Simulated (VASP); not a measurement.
# As (Fd-3m) in VASP: further runs

The runs below take As through single point, with r2SCAN.

Everything below comes from runs of VASP 6.6.1. Logs are shortened: lines on timing, memory, paths and dates and some standing lists are left out, and cuts for length are marked.

## 1. The cell of the first run

The structure is cubic, space group Fd-3m (No. 227). The conventional cell has a = 6.068 Å, b = 6.068 Å, c = 6.068 Å, α = 90.00°, β = 90.00°, γ = 90.00°. Within 3.5 Å of As (site symmetry -43m) lie 4 As at 2.63 Å.

This isn't the form of As at room conditions, which is rhombohedral.

## 2. Single point, r2SCAN (27.93 Å³/atom)

POSCAR

```
As
1.0
    0.0000000000      3.0338866982      3.0338866982
    3.0338866982      0.0000000000      3.0338866982
    3.0338866982      3.0338866982      0.0000000000
As
2
Direct
    0.1250000000      0.1250000000      0.1250000000
    0.8750000000      0.8750000000      0.8750000000
```

INCAR.step1

```
SYSTEM = As
ALGO = Normal
EDIFF = 1E-4
ENCUT = 520
GGA = PE
ISMEAR = -1
LASPH = .True.
LCHARG = .False.
LREAL = .False.
LWAVE = .True.
NBANDS = 12
NELM = 100
PREC = Accurate
SIGMA = 0.1
```

INCAR.step2

```
SYSTEM = As
ALGO = Normal
EDIFF = 1E-7
ENCUT = 520
ISIF = 2
ISMEAR = -1
ISTART = 1
LASPH = .True.
LCHARG = .False.
LMIXTAU = .True.
LREAL = .False.
LWAVE = .False.
METAGGA = R2SCAN
NBANDS = 12
NELM = 100
PREC = Accurate
SIGMA = 0.1
```

KPOINTS

```
k-points
0
Gamma
  10 10 10
  0 0 0
```

Potentials or basis: VASP PAW PBE potentials, release 64 (As).

Started as:

```console
> cat potpaw_PBE.64/As/POTCAR > POTCAR
> cp INCAR.step1 INCAR
> mpirun -np 1 vasp_std > vasp.out
> cp INCAR.step2 INCAR
> mpirun -np 1 vasp_std > vasp.out
```

OUTCAR:

```text
SYSTEM = As
   EDIFF = 1E-7
   ENCUT = 520
   ISIF = 2
   ISMEAR = -1
   ISTART = 1
   LASPH = .True.
   LREAL = .False.
   METAGGA = R2SCAN
   NELM = 100
   PREC = Accurate

 ion  position               nearest neighbor table
   1  0.125  0.125  0.125-   2 2.63   2 2.63   2 2.63   2 2.63
   2  0.875  0.875  0.875-   1 2.63   1 2.63   1 2.63   1 2.63

  LATTYP: Found a face centered cubic cell.
 ALAT       =     6.0677733964

  Lattice vectors:

 A1 = (   0.0000000000,   3.0338866982,   3.0338866982)
 A2 = (   3.0338866982,   0.0000000000,   3.0338866982)
 A3 = (   3.0338866982,   3.0338866982,   0.0000000000)

Analysis of symmetry for initial positions (statically):
=====================================================================
 Subroutine PRICEL returns:
 Original cell was already a primitive cell.

 Routine SETGRP: Setting up the symmetry group for a
 face centered cubic supercell.

 Subroutine GETGRP returns: Found 48 space group operations
 (whereof 12 operations were pure point group operations)
 out of a pool of 48 trial point group operations.

The static configuration has the point symmetry D_3d.
 The point group associated with its full space group is O_h .

Analysis of symmetry for dynamics (positions and initial velocities):
=====================================================================
 Subroutine PRICEL returns:
 Original cell was already a primitive cell.

 Routine SETGRP: Setting up the symmetry group for a
 face centered cubic supercell.

 Subroutine GETGRP returns: Found 48 space group operations
 (whereof 12 operations were pure point group operations)
 out of a pool of 48 trial point group operations.

The dynamic configuration has the point symmetry D_3d.
 The point group associated with its full space group is O_h .

 Subroutine INISYM returns: Found 48 space group operations
 (whereof 12 operations are pure point group operations),
 and found     1 'primitive' translations

----------------------------------------------------------------------------------------

                                     Primitive cell

  volume of cell :      55.8506

  direct lattice vectors                    reciprocal lattice vectors
     0.000000000  3.033886698  3.033886698    -0.164805100  0.164805100  0.164805100
     3.033886698  0.000000000  3.033886698     0.164805100 -0.164805100  0.164805100
     3.033886698  3.033886698  0.000000000     0.164805100  0.164805100 -0.164805100

  length of vectors
     4.290563715  4.290563715  4.290563715     0.285450806  0.285450806  0.285450806

  position of ions in fractional coordinates (direct lattice)
     0.125000000  0.125000000  0.125000000
     0.875000000  0.875000000  0.875000000
[... 89 lines left out ...]
   NUPDOWN=      -1.0000    fix difference up-down
   EMIN   =  10.00;   EMAX   =-10.00  energy-range for DOS
   EFERMI =   0.00;   METHOD = LEGACY
   ISMEAR =    -1;   SIGMA  =   0.10  broadening in eV -4-tet -1-fermi 0-gaus
   EFERMI_NEDOS =   21; number of points for ismear=-14 and -15
   IALGO  =     38    algorithm
   IMIX   =      4    mixing-type and parameters
     AMIX     =   0.40;   BMIX     =  1.00
     AMIX_MAG =   1.60;   BMIX_MAG =  1.00
  volume/ion in A,a.u.               =      27.93       188.45
  Fermi-wavevector in a.u.,A,eV,Ry     =   0.922711  1.743670 11.583928  0.851395
  Thomas-Fermi vector in A             =   2.048267
   LORBIT       =      0    0 simple, 1 ext, 2 COOP (PROOUT), +10 PAW based schemes
   METAGGA = R2SCAN    functional components
   LHFCALC =     F    Hartree Fock is set to
   AEXX    =    0.0000 exact exchange contribution
   IVDW    =     0    specifies the selected vdW correction
   LEPSILON=     F    determine dielectric tensor
   LRPA    =     F    only Hartree local field effects (RPA)
 non-spin polarized calculation
  energy-cutoff  :      520.00
  volume of cell :       55.85
 maximum number of plane-waves:      1524
   NGX = 15   NGY = 15   NGZ = 15

 number of electron       9.9999999 magnetization

 Free energy of the ion-electron system (eV)
  ---------------------------------------------------
  ext. energy  EPLUGINS =         0.00000000
  ---------------------------------------------------
  free energy    TOTEN  =       -28.59939730 eV

  energy without entropy =      -28.56005767  energy(sigma->0) =      -28.57972748

 E-fermi :   2.9599     XC(G=0):  -9.0925

 val. band max:        2.9308586709   @ k =   0.4000   0.3000   0.0000
 cond. band min:       2.9652257543   @ k =   0.3000   0.2000   0.0000
 fundamental gap:      0.0343670834
 Fermi energy:         2.9599002768

 k-point     1 :       0.0000    0.0000    0.0000
  band No.  band energies     occupation
      1     -11.5134      2.00000
      2      -3.0345      2.00000
      3       0.6557      2.00000
      4       0.6557      2.00000
      5       0.6557      2.00000
      6       3.5989      0.00335
      7       3.5989      0.00335
      8       3.5989      0.00335
      9       8.2960      0.00000
     10      11.2938      0.00000
     11      11.2938      0.00000
     12      13.2359      0.00000
[... 331 lines left out ...]
 k-point    24 :       0.4000    0.3000    0.0000
  band No.  band energies     occupation
      1      -9.9904      2.00000
      2      -6.8517      2.00000
      3      -1.3469      2.00000
      4      -1.1272      2.00000
      5       2.4687      1.98540
      6       2.9309      1.14420
      7       6.8760      0.00000
      8       7.0360      0.00000
      9       9.4503      0.00000
     10      11.9441      0.00000
     11      13.2186      0.00000
     12      14.9278      0.00000

 [... further k-points ...]

------------------------ aborting loop because EDIFF is reached ----------------------------------------

  FORCE on cell =-STRESS in cart. coord.  units (eV):
  Direction    XX          YY          ZZ          XY          YZ          ZX
  --------------------------------------------------------------------------------------
  -------------------------------------------------------------------------------------
  Total       -0.0585512     -0.0585512     -0.0585512      0.0000000      0.0000000     -0.0000000
  in kB       -1.6796471     -1.6796471     -1.6796471      0.0000000      0.0000000     -0.0000000
  external PRESSURE =      -1.6796471 kB  Pullay stress =       0.0000000 kB

 VOLUME and BASIS-vectors are now :
 -----------------------------------------------------------------------------
  energy-cutoff  :      520.00
  volume of cell :       55.85
      direct lattice vectors                 reciprocal lattice vectors
     0.000000000  3.033886698  3.033886698    -0.164805100  0.164805100  0.164805100
     3.033886698  0.000000000  3.033886698     0.164805100 -0.164805100  0.164805100
     3.033886698  3.033886698  0.000000000     0.164805100  0.164805100 -0.164805100

 POSITION                                       TOTAL-FORCE (eV/Angst)
 -----------------------------------------------------------------------------------
      0.75847      0.75847      0.75847         0.000000      0.000000      0.000000
      5.30930      5.30930      5.30930        -0.000000     -0.000000     -0.000000
 -----------------------------------------------------------------------------------
    total drift:                                0.000000      0.000000     -0.000000

  FREE ENERGIE OF THE ION-ELECTRON SYSTEM (eV)
  ---------------------------------------------------
  free  energy   TOTEN  =       -28.5993972987 eV

  energy  without entropy=      -28.5600576702  energy(sigma->0) =      -28.57972748
```

OSZICAR.step1:

```text
N       E                     dE             d eps       ncg     rms          rms(c)
DAV:   1     0.257381346817E+02    0.25738E+02   -0.38221E+03  1128   0.666E+02
DAV:   2    -0.707524508501E+01   -0.32813E+02   -0.31459E+02  1536   0.989E+01
DAV:   3    -0.874465964892E+01   -0.16694E+01   -0.16570E+01  1400   0.234E+01
DAV:   4    -0.875600992857E+01   -0.11350E-01   -0.11348E-01  1240   0.226E+00
DAV:   5    -0.875606619929E+01   -0.56271E-04   -0.56270E-04  1384   0.167E-01    0.339E+00
DAV:   6    -0.873641141109E+01    0.19655E-01   -0.82203E-03  1240   0.482E-01    0.203E+00
DAV:   7    -0.872585753575E+01    0.10554E-01   -0.17786E-02  1248   0.722E-01    0.712E-02
DAV:   8    -0.872600389121E+01   -0.14636E-03   -0.64951E-04  1208   0.129E-01    0.173E-02
DAV:   9    -0.872602281867E+01   -0.18927E-04   -0.16841E-05   816   0.276E-02
   1 F= -.87260228E+01 E0= -.87059592E+01  d E =-.401272E-01
```

Wall time 42 s (1 thread of Intel Xeon 6975P-C (Granite Rapids), shared host); peak memory 0.19 GiB.

Results:

```
Free energy            : -28.5994 eV
Pressure               : -0.2 GPa
Band gap on the k mesh : zero (bands 5 and 6 overlap by 1.50 eV)
```

Levels at points of the mesh, in eV from the Fermi level:
| k point | band 2 | band 3 | band 4 | band 5 | band 6 | band 7 | band 8 | band 9 |
| --- | --- | --- | --- | --- | --- | --- | --- | --- |
| (0.00, 0.00, 0.00) | -5.99 | -2.30 | -2.30 | -2.30 | 0.64 | 0.64 | 0.64 | 5.34 |
| (0.50, 0.00, 0.00) | -9.92 | -3.30 | -3.30 | -2.72 | 1.97 | 1.97 | 5.17 | 7.58 |
| (0.50, 0.50, 0.00) | -11.54 | -4.42 | -4.42 | -0.60 | -0.60 | 5.37 | 5.37 | 8.03 |

Caveat: the PAW data sets were made with another functional, which shifts forces and pressure a little.

## 3. Single point, r2SCAN (29.04 Å³/atom)

This run uses another cell than the first one, of 29.04 Å³/atom.

POSCAR

```
As
1.0
    0.0000000000      3.0738108384      3.0738108384
    3.0738108384      0.0000000000      3.0738108384
    3.0738108384      3.0738108384      0.0000000000
As
2
Direct
    0.1250000000      0.1250000000      0.1250000000
    0.8750000000      0.8750000000      0.8750000000
```

INCAR.step1: that of step 2 with these lines changed.

```diff
@@ -11,3 +11,3 @@
 NBANDS = 12
-NELM = 100
+NELM = 60
 PREC = Accurate
```

INCAR.step2

```
SYSTEM = As
ALGO = Normal
EDIFF = 1E-6
ENCUT = 520
ISIF = 2
ISMEAR = -1
ISTART = 1
LASPH = .True.
LCHARG = .True.
LELF = .True.
LMIXTAU = .True.
LREAL = .False.
LVHAR = .True.
LWAVE = .False.
METAGGA = R2SCAN
NBANDS = 12
NELM = 60
PREC = Accurate
SIGMA = 0.1
```

KPOINTS is that of step 2.

Potentials or basis: VASP PAW PBE potentials, release 64 (As).

Started as:

```console
> cat potpaw_PBE.64/As/POTCAR > POTCAR
> cp INCAR.step1 INCAR
> mpirun -np 1 vasp_std > vasp.out
> cp INCAR.step2 INCAR
> mpirun -np 1 vasp_std > vasp.out
```

OUTCAR:

```text
SYSTEM = As
   EDIFF = 1E-6
   ENCUT = 520
   ISIF = 2
   ISMEAR = -1
   ISTART = 1
   LASPH = .True.
   LREAL = .False.
   METAGGA = R2SCAN
   NELM = 60
   PREC = Accurate

 ion  position               nearest neighbor table
   1  0.125  0.125  0.125-   2 2.66   2 2.66   2 2.66   2 2.66
   2  0.875  0.875  0.875-   1 2.66   1 2.66   1 2.66   1 2.66

  LATTYP: Found a face centered cubic cell.
 ALAT       =     6.1476216768

  Lattice vectors:

 A1 = (   0.0000000000,   3.0738108384,   3.0738108384)
 A2 = (   3.0738108384,   0.0000000000,   3.0738108384)
 A3 = (   3.0738108384,   3.0738108384,   0.0000000000)

Analysis of symmetry for initial positions (statically):
=====================================================================
 Subroutine PRICEL returns:
 Original cell was already a primitive cell.

 Routine SETGRP: Setting up the symmetry group for a
 face centered cubic supercell.

 Subroutine GETGRP returns: Found 48 space group operations
 (whereof 12 operations were pure point group operations)
 out of a pool of 48 trial point group operations.

The static configuration has the point symmetry D_3d.
 The point group associated with its full space group is O_h .

[... 176 lines left out ...]
      8       3.2952      0.00254
      9       7.9081      0.00000
     10      10.9532      0.00000
     11      10.9532      0.00000
     12      12.8421      0.00000
[... 331 lines left out ...]
 k-point    24 :       0.4000    0.3000    0.0000
  band No.  band energies     occupation
      1     -10.1102      2.00000
      2      -7.1208      2.00000
      3      -1.4985      2.00000
      4      -1.2906      2.00000
      5       2.1705      1.97967
      6       2.5816      1.22973
      7       6.4422      0.00000
      8       6.5666      0.00000
      9       9.0150      0.00000
     10      11.4210      0.00000
     11      12.8136      0.00000
     12      14.4525      0.00000

 [... further k-points ...]

------------------------ aborting loop because EDIFF is reached ----------------------------------------

  FORCE on cell =-STRESS in cart. coord.  units (eV):
  Direction    XX          YY          ZZ          XY          YZ          ZX
  --------------------------------------------------------------------------------------
  -------------------------------------------------------------------------------------
  Total       -0.7202263     -0.7202263     -0.7202263      0.0000000     -0.0000000      0.0000000
  in kB      -19.8663520    -19.8663520    -19.8663520      0.0000000     -0.0000000      0.0000000
  external PRESSURE =     -19.8663520 kB  Pullay stress =       0.0000000 kB

 VOLUME and BASIS-vectors are now :
 -----------------------------------------------------------------------------
  energy-cutoff  :      520.00
  volume of cell :       58.08
      direct lattice vectors                 reciprocal lattice vectors
     0.000000000  3.073810838  3.073810838    -0.162664532  0.162664532  0.162664532
     3.073810838  0.000000000  3.073810838     0.162664532 -0.162664532  0.162664532
     3.073810838  3.073810838  0.000000000     0.162664532  0.162664532 -0.162664532

 POSITION                                       TOTAL-FORCE (eV/Angst)
 -----------------------------------------------------------------------------------
      0.76845      0.76845      0.76845         0.000000      0.000000      0.000000
      5.37917      5.37917      5.37917        -0.000000     -0.000000     -0.000000
 -----------------------------------------------------------------------------------
    total drift:                                0.000000      0.000000     -0.000000

  FREE ENERGIE OF THE ION-ELECTRON SYSTEM (eV)
  ---------------------------------------------------
  free  energy   TOTEN  =       -28.5840493680 eV

  energy  without entropy=      -28.5462646545  energy(sigma->0) =      -28.56515701
```

OUTCAR.step1:

```text
SYSTEM = As
   EDIFF = 1E-4
   ENCUT = 520
   GGA = PE
   ISMEAR = -1
   LASPH = .True.
   LREAL = .False.
[... 583 lines left out ...]
      0.76845      0.76845      0.76845         0.000000      0.000000      0.000000
      5.37917      5.37917      5.37917        -0.000000     -0.000000     -0.000000
 -----------------------------------------------------------------------------------
    total drift:                                0.000000      0.000000     -0.000000

  FREE ENERGIE OF THE ION-ELECTRON SYSTEM (eV)
  ---------------------------------------------------
  free  energy   TOTEN  =        -8.7285791284 eV

  energy  without entropy=       -8.6898883440  energy(sigma->0) =       -8.70923374
```

OSZICAR.step1:

```text
N       E                     dE             d eps       ncg     rms          rms(c)
DAV:   1     0.260651971558E+02    0.26065E+02   -0.37978E+03  1128   0.662E+02
DAV:   2    -0.698111106835E+01   -0.33046E+02   -0.31369E+02  1512   0.978E+01
DAV:   3    -0.874179141137E+01   -0.17607E+01   -0.17461E+01  1440   0.235E+01
DAV:   4    -0.875424094843E+01   -0.12450E-01   -0.12448E-01  1220   0.229E+00
DAV:   5    -0.875430170808E+01   -0.60760E-04   -0.60760E-04  1392   0.171E-01    0.314E+00
DAV:   6    -0.873772497012E+01    0.16577E-01   -0.67278E-03  1244   0.451E-01    0.188E+00
DAV:   7    -0.872835459569E+01    0.93704E-02   -0.15376E-02  1256   0.691E-01    0.728E-02
DAV:   8    -0.872855504346E+01   -0.20045E-03   -0.57694E-04  1224   0.121E-01    0.171E-02
DAV:   9    -0.872857912845E+01   -0.24085E-04   -0.21076E-05   888   0.299E-02
   1 F= -.87285791E+01 E0= -.87092337E+01  d E =-.386908E-01
```

It took 33 s on 1 thread of Intel Xeon 6975P-C (Granite Rapids), shared host; peak memory 0.19 GiB.

Results:

```yaml
Free_energy: -28.5840 eV
Pressure: -2.0 GPa
Band_gap_on_the_k_mesh: zero (bands 5 and 6 overlap by 1.39 eV)
```

Caveat: the PAW data sets were made with another functional, which shifts forces and pressure a little.

## 4. Single point, r2SCAN (30.16 Å³/atom)

This run uses another cell than the first one, of 30.16 Å³/atom.

POSCAR

```
As
1.0
    0.0000000000      3.1127239673      3.1127239673
    3.1127239673      0.0000000000      3.1127239673
    3.1127239673      3.1127239673      0.0000000000
As
2
Direct
    0.1250000000      0.1250000000      0.1250000000
    0.8750000000      0.8750000000      0.8750000000
```

INCAR.step1

```
SYSTEM = As
PREC = Accurate
ENCUT = 520
ISMEAR = -1
SIGMA = 0.1
LREAL = .FALSE.
LASPH = .TRUE.
NELM = 100
NBANDS = 12
GGA = PE
ALGO = Normal
EDIFF = 1E-4
LWAVE = .TRUE.
LCHARG = .FALSE.
```

INCAR.step2

```
SYSTEM = As
PREC = Accurate
ENCUT = 520
EDIFF = 1E-7
ISMEAR = -1
SIGMA = 0.1
LREAL = .FALSE.
LASPH = .TRUE.
NELM = 100
ALGO = Normal
ISIF = 2
LWAVE = .FALSE.
LCHARG = .TRUE.
METAGGA = R2SCAN
LMIXTAU = .TRUE.
LELF = .TRUE.
LVHAR = .TRUE.
NBANDS = 12
ISTART = 1
```

KPOINTS

```
regular mesh
0
G
  10 10 10
  0 0 0
```

Started as:

```console
> cat potpaw_PBE.64/As/POTCAR > POTCAR
> cp INCAR.step1 INCAR
> mpirun -np 1 vasp_std > vasp.out
> cp INCAR.step2 INCAR
> mpirun -np 1 vasp_std > vasp.out
```

It took 53 s on 1 thread of Intel Xeon 6975P-C (Granite Rapids), shared host; peak memory 0.22 GiB.

It converged, with:

- Free energy: -28.5455 eV
- Pressure: -3.5 GPa
- Band gap on the k mesh: zero (bands 5 and 6 overlap by 1.28 eV)

Levels at points of the mesh, in eV from the Fermi level:
```
           k point  band 2  band 3  band 4  band 5  band 6  band 7  band 8  band 9
(0.00, 0.00, 0.00)   -6.43   -2.14   -2.14   -2.14    0.69    0.69    0.69    5.23
(0.50, 0.00, 0.00)   -9.73   -3.05   -3.05   -2.67    1.95    1.95    4.68    7.43
(0.50, 0.50, 0.00)  -11.26   -4.07   -4.07   -0.51   -0.51    4.92    4.92    7.66
```

Caveat: the cell stands under tension; the PAW data sets were made with another functional, which shifts forces and pressure a little.

[end of part 1 of 2]
